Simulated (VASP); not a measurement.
Write the native input for VASP 6.6.1 that does the following.

* Task: single point
* Functional: PBE
* Potentials or basis: VASP PAW PBE potentials, release 64 (Mg, O)
* Cutoff: 520 eV
* k mesh: 6 × 6 × 8
* Occupations: gaussian, width 0.1 eV
* Spin: no spin polarisation
* Dipole correction: no
* Further INCAR settings: ALGO = Normal; EDIFF = 1e-07; NBANDS = 20

The structure of Mg7O lies in POSCAR:

```
Mg7O
1.0
    5.8159155974      0.0000000000      0.0000000000
   -2.9079577987      5.0367306536      0.0000000000
    0.0000000000      0.0000000000      5.7882694996
Mg O
7 1
Direct
    0.5000000000      0.0000000000      0.7515815028
    0.0000000000      0.5000000000      0.7515815028
    0.5000000000      0.5000000000      0.7515815028
    0.0000000000      0.5000000000      0.2484184972
    0.5000000000      0.0000000000      0.2484184972
    0.5000000000      0.5000000000      0.2484184972
    0.0000000000      0.0000000000      0.5000000000
    0.0000000000      0.0000000000      0.0000000000
```

The cell was built from a structure type or drawn by symmetry, and may not be a known phase.

One way to write it, as run:

INCAR

```
SYSTEM = Mg7O
PREC = Accurate
ENCUT = 520
EDIFF = 1E-7
ISMEAR = 0
SIGMA = 0.1
LREAL = .FALSE.
LASPH = .TRUE.
NELM = 100
ALGO = Normal
ISIF = 2
LWAVE = .FALSE.
LCHARG = .TRUE.
GGA = PE
LELF = .TRUE.
LVHAR = .TRUE.
NBANDS = 20
```

KPOINTS

```
regular mesh
0
G
  6 6 8
  0 0 0
```

Potentials or basis: VASP PAW PBE potentials, release 64 (Mg, O).

Run with:

```console
$ cat potpaw_PBE.64/Mg/POTCAR potpaw_PBE.64/O/POTCAR > POTCAR
$ mpirun -np 1 vasp_std > vasp.out
```

Results of the run:

| Property | Result |
| --- | --- |
| Pressure | -0.1 GPa |
| Band gap on the k mesh | zero (bands 10 and 11 overlap by 0.85 eV) |

Wall time 79 s on 1 thread of Intel(R) Xeon(R) 6975P-C (Granite Rapids), on a shared host, peak memory 0.37 GiB.
